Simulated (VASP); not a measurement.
# Si (Im-3m) in VASP: further runs

Runs on Si. Level: PBE. Tasks: single point.

Everything below comes from runs of VASP 6.6.1. Logs are shortened: lines on timing, memory, paths and dates and some standing lists are left out, and cuts for length are marked.

## Step 1: The cell of the first run

The structure is cubic, space group Im-3m (No. 229). The conventional cell has a = 6.672 Å, b = 6.672 Å, c = 6.672 Å, α = 90.00°, β = 90.00°, γ = 90.00°. Within 3.1 Å of Si (site symmetry -4m2) lie 4 Si at 2.36 Å.

## Step 2: Single point, PBE

The input, INCAR:

```
PREC = Accurate
ENCUT = 520
EDIFF = 1E-6
ISMEAR = -1
SIGMA = 0.1
LREAL = False
LASPH = True
NELM = 60
ALGO = Normal
ISIF = 2
LWAVE = False
LCHARG = False
GGA = PE
NBANDS = 21
```

The input, KPOINTS:

```
regular mesh
0
Gamma
  2 2 2
```

The input, POSCAR:

```
Si
1.0
   -3.3360830000      3.3360830000      3.3360830000
    3.3360830000     -3.3360830000      3.3360830000
    3.3360830000      3.3360830000     -3.3360830000
Si
6
Direct
    0.7500000000      0.2500000000      0.5000000000
    0.7500000000      0.5000000000      0.2500000000
    0.5000000000      0.2500000000      0.7500000000
    0.2500000000      0.5000000000      0.7500000000
    0.2500000000      0.7500000000      0.5000000000
    0.5000000000      0.7500000000      0.2500000000
```

Potentials or basis: VASP PAW PBE potentials, release 64 (Si).

Started as:

```sh
$ cat potpaw_PBE.64/Si/POTCAR > POTCAR
$ mpirun -np 1 vasp_std > vasp.out
```

OUTCAR:

```text
PREC = Accurate
   ENCUT = 520
   EDIFF = 1E-6
   ISMEAR = -1
   LREAL = False
   LASPH = True
   NELM = 60
   ISIF = 2
   GGA = PE

 ion  position               nearest neighbor table
   1  0.750  0.250  0.500-   2 2.36   3 2.36   4 2.36   6 2.36
   2  0.750  0.500  0.250-   1 2.36   5 2.36   6 2.36   3 2.36
   3  0.500  0.250  0.750-   1 2.36   2 2.36   4 2.36   5 2.36
   4  0.250  0.500  0.750-   3 2.36   5 2.36   6 2.36   1 2.36
   5  0.250  0.750  0.500-   3 2.36   4 2.36   6 2.36   2 2.36
   6  0.500  0.750  0.250-   1 2.36   2 2.36   5 2.36   4 2.36

  LATTYP: Found a body centered cubic cell.
 ALAT       =     6.6721660000

  Lattice vectors:

 A1 = (  -3.3360830000,   3.3360830000,   3.3360830000)
 A2 = (   3.3360830000,  -3.3360830000,   3.3360830000)
 A3 = (   3.3360830000,   3.3360830000,  -3.3360830000)

Analysis of symmetry for initial positions (statically):
=====================================================================
 Subroutine PRICEL returns:
 Original cell was already a primitive cell.

 Routine SETGRP: Setting up the symmetry group for a
 body centered cubic supercell.

 Subroutine GETGRP returns: Found 48 space group operations
 (whereof 48 operations were pure point group operations)
 out of a pool of 48 trial point group operations.

The static configuration has the point symmetry O_h .

Analysis of symmetry for dynamics (positions and initial velocities):
=====================================================================
 Subroutine PRICEL returns:
 Original cell was already a primitive cell.

 Routine SETGRP: Setting up the symmetry group for a
 body centered cubic supercell.

 Subroutine GETGRP returns: Found 48 space group operations
 (whereof 48 operations were pure point group operations)
 out of a pool of 48 trial point group operations.

The dynamic configuration has the point symmetry O_h .

 Subroutine INISYM returns: Found 48 space group operations
 (whereof 48 operations are pure point group operations),
 and found     1 'primitive' translations

----------------------------------------------------------------------------------------

                                     Primitive cell

  volume of cell :     148.5151

  direct lattice vectors                    reciprocal lattice vectors
    -3.336083000  3.336083000  3.336083000     0.000000000  0.149876367  0.149876367
[... 72 lines left out ...]
   EDIFF  = 0.1E-05   stopping-criterion for ELM
   LREAL  =      F    real-space projection
   EDIFFG = 0.1E-04   stopping-criterion for IOM
   NSW    =      0    number of steps for IOM
   IBRION =     -1    ionic relax: 0-MD 1-quasi-New 2-CG
   NFREE  =      0    steps in history (QN), initial steepest desc. (CG)
   ISIF   =      2    stress and relaxation
   ISYM   =      2    0-nonsym 1-usesym 2-fastsym
   POTIM  = 0.5000    time-step for ionic-motion
   TEBEG  =    0.0;   TEEND  =   0.0 temperature during run
   PSTRESS=    0.0 pullay stress
   NELECT =      24.0000    total number of electrons
   NUPDOWN=      -1.0000    fix difference up-down
   EMIN   =  10.00;   EMAX   =-10.00  energy-range for DOS
   EFERMI =   0.00;   METHOD = LEGACY
   ISMEAR =    -1;   SIGMA  =   0.10  broadening in eV -4-tet -1-fermi 0-gaus
   EFERMI_NEDOS =   21; number of points for ismear=-14 and -15
   IALGO  =     38    algorithm
   IMIX   =      4    mixing-type and parameters
     AMIX     =   0.40;   BMIX     =  1.00
     AMIX_MAG =   1.60;   BMIX_MAG =  1.00
  volume/ion in A,a.u.               =      24.75       167.04
  Fermi-wavevector in a.u.,A,eV,Ry     =   0.891706  1.685080 10.818533  0.795140
  Thomas-Fermi vector in A             =   2.013561
   LORBIT       =      0    0 simple, 1 ext, 2 COOP (PROOUT), +10 PAW based schemes
   GGA     = PE    functional components
   LHFCALC =     F    Hartree Fock is set to
   AEXX    =    0.0000 exact exchange contribution
   IVDW    =     0    specifies the selected vdW correction
   LEPSILON=     F    determine dielectric tensor
   LRPA    =     F    only Hartree local field effects (RPA)
 non-spin polarized calculation
  energy-cutoff  :      520.00
  volume of cell :      148.52
 maximum number of plane-waves:      4028
 NGX is ok and might be reduce to    48
   NGX = 21   NGY = 21   NGZ = 21

 number of electron      23.9999999 magnetization

 Free energy of the ion-electron system (eV)
  ---------------------------------------------------
  ext. energy  EPLUGINS =         0.00000000
  ---------------------------------------------------
  free energy    TOTEN  =       -30.67878890 eV

  energy without entropy =      -30.61505435  energy(sigma->0) =      -30.64692162

 E-fermi :   4.2008     XC(G=0):  -8.1404

 val. band max:        4.0272673915   @ k =   0.5000   0.5000   0.5000
 cond. band min:       4.3741610314   @ k =   0.5000   0.5000   0.5000
 fundamental gap:      0.3468936399
 Fermi energy:         4.2008011700

 k-point     1 :       0.0000    0.0000    0.0000
  band No.  band energies     occupation
      1      -7.7623      2.00000
      2      -3.2244      2.00000
      3      -3.2244      2.00000
      4      -3.0882      2.00000
      5      -3.0882      2.00000
      6      -3.0882      2.00000
[... 61 lines left out ...]
     20       8.2696      0.00000
     21       8.8558      0.00000

------------------------ aborting loop because EDIFF is reached ----------------------------------------

  FORCE on cell =-STRESS in cart. coord.  units (eV):
  Direction    XX          YY          ZZ          XY          YZ          ZX
  --------------------------------------------------------------------------------------
  -------------------------------------------------------------------------------------
  Total        2.0597769      2.0597769      2.0597769      0.0000000      0.0000000      0.0000000
  in kB       22.2208273     22.2208273     22.2208273      0.0000000      0.0000000      0.0000000
  external PRESSURE =      22.2208273 kB  Pullay stress =       0.0000000 kB

 VOLUME and BASIS-vectors are now :
 -----------------------------------------------------------------------------
  energy-cutoff  :      520.00
  volume of cell :      148.52
      direct lattice vectors                 reciprocal lattice vectors
    -3.336083000  3.336083000  3.336083000     0.000000000  0.149876367  0.149876367
     3.336083000 -3.336083000  3.336083000     0.149876367  0.000000000  0.149876367
     3.336083000  3.336083000 -3.336083000     0.149876367  0.149876367  0.000000000

 POSITION                                       TOTAL-FORCE (eV/Angst)
 -----------------------------------------------------------------------------------
      0.00000      3.33608      1.66804         0.000000      0.000000     -0.000000
      0.00000      1.66804      3.33608        -0.000000     -0.000000     -0.000000
      1.66804      3.33608      0.00000        -0.000000      0.000000      0.000000
      3.33608      1.66804      0.00000         0.000000     -0.000000     -0.000000
      3.33608      0.00000      1.66804        -0.000000     -0.000000     -0.000000
      1.66804      0.00000      3.33608         0.000000     -0.000000      0.000000
 -----------------------------------------------------------------------------------
    total drift:                               -0.000000     -0.000000      0.000000

  FREE ENERGIE OF THE ION-ELECTRON SYSTEM (eV)
  ---------------------------------------------------
  free  energy   TOTEN  =       -30.6787888982 eV

  energy  without entropy=      -30.6150543502  energy(sigma->0) =      -30.64692162
```

It took 12 s on 1 thread of Intel Xeon Platinum 8375C at 2.90GHz (Ice Lake), shared host; peak memory 0.28 GiB.

Results:

- Free energy: -30.6788 eV
- Pressure: 2.2 GPa
- Band gap on the k mesh: 0.35 eV, direct

Caveat: the k points lie up to 0.67 Å⁻¹ apart.

## Step 3: Single point, PBE

The input, INCAR:

```
SYSTEM = Si
ALGO = Normal
EDIFF = 1E-6
ENCUT = 520
GGA = PE
ISIF = 2
ISMEAR = -1
LASPH = .TRUE.
LCHARG = .FALSE.
LREAL = .FALSE.
LWAVE = .FALSE.
NBANDS = 21
NELM = 60
PREC = Accurate
SIGMA = 0.1
```

The input, KPOINTS:

```
k-points
0
G
  3 3 3
  0 0 0
```

POSCAR is that of step 2.

Potentials or basis: VASP PAW PBE potentials, release 64 (Si).

Started as:

```sh
$ cat potpaw_PBE.64/Si/POTCAR > POTCAR
$ mpirun -np 1 vasp_std > vasp.out
```

Wall time 17 s (1 thread of Intel Xeon Platinum 8375C at 2.90GHz (Ice Lake), shared host); peak memory 0.28 GiB.

Results (log left out):

```
Free energy            : -31.2055 eV
Pressure               : 1.8 GPa
Band gap on the k mesh : 0.43 eV, direct
```

Levels at points of the mesh, in eV from the valence-band top:
```tsv
k point	band 9	band 10	band 11	band 12	band 13	band 14	band 15	band 16
(0.00, 0.00, 0.00)	-2.55	-1.77	-1.77	-1.77	2.35	2.35	2.35	2.85
```

Caveat: the k points lie up to 0.44 Å⁻¹ apart.

[end of part 1 of 2]
